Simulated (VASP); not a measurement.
Set up this calculation in VASP 6.6.1, as the native input.

```
Task                   : single point
Functional             : RPBE
Dispersion             : D3(BJ)
Potentials or basis    : VASP PAW PBE potentials, release 64 (Cd, Se)
Cutoff                 : 520 eV
k mesh                 : 8 × 8 × 8
Occupations            : fermi-dirac, width 0.05 eV
Spin                   : no spin polarisation
Dipole correction      : no
Further INCAR settings : ALGO = Normal; EDIFF = 1e-06; NBANDS = 16
```

The structure of CdSe lies in POSCAR:

```
CdSe
1.0
    0.0000000000      2.9720190406      2.9720190406
    2.9720190406      0.0000000000      2.9720190406
    2.9720190406      2.9720190406      0.0000000000
Cd Se
1 1
Direct
    0.0000000000      0.0000000000      0.0000000000
    0.2500000000      0.2500000000      0.2500000000
```

One way to write it, as run:

INCAR

```
SYSTEM = CdSe
PREC = Accurate ; ENCUT = 520
EDIFF = 1E-6 ; ISMEAR = -1
SIGMA = 0.05 ; LREAL = .FALSE.
LASPH = .TRUE. ; NELM = 60
ALGO = Normal ; ISIF = 2
LWAVE = .FALSE. ; LCHARG = .FALSE.
GGA = RP ; IVDW = 12
NBANDS = 16
```

KPOINTS

```
Automatic mesh
0
G
  8 8 8
  0 0 0
```

Potentials or basis: VASP PAW PBE potentials, release 64 (Cd, Se).

Launch:

```bash
$ cat potpaw_PBE.64/Cd/POTCAR potpaw_PBE.64/Se/POTCAR > POTCAR
$ mpirun -np 1 vasp_std > vasp.out
```

It gave:

```
Pressure                   : 0.4 GPa
Band gap on the k mesh     : 0.93 eV
Dispersion energy per atom : -1.392 eV
```

Caveat: the PAW data sets were made with another functional, which shifts forces and pressure a little.

It took 31 s on 1 thread of Intel Xeon 8259CL, on a shared host, peak memory 0.19 GiB.
